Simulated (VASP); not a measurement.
The system is Mn.

```xyz
2
Lattice="3.0810 0.0000 0.0000 0.0000 3.0810 0.0000 0.0000 0.0000 3.0810" Properties=species:S:1:pos:R:3 pbc="T T T"
Mn    0.0000    0.0000    0.0000
Mn    1.5405    1.5405    1.5405
```

Base run:

- Program: VASP 6.6.1
- Functional: PBE
- Potentials or basis: VASP PAW PBE potentials, release 64 (Mn_pv)
- Cutoff: 520 eV
- k mesh: 9 × 9 × 9
- Occupations: fermi-dirac, width 0.05 eV
- Spin: collinear spin, antiferromagnetic start
- Starting moments: [4.0, -4.0] μB

Its results: band gap on the k mesh zero (filled and empty bands overlap); pressure -8.9 GPa.

Q: The run is repeated on the same cell with these changes: spin from collinear spin, antiferromagnetic start to no spin polarisation; further incar settings from ALGO = Normal; EDIFF = 1e-06; NBANDS = 24 to ALGO = Normal; EDIFF = 1e-06; NBANDS = 20. What comes out?

A: Band gap on the k mesh zero (band 13 reaches 7.33 eV, above the bottom of band 14 at 6.36 eV); pressure -42.2 GPa.
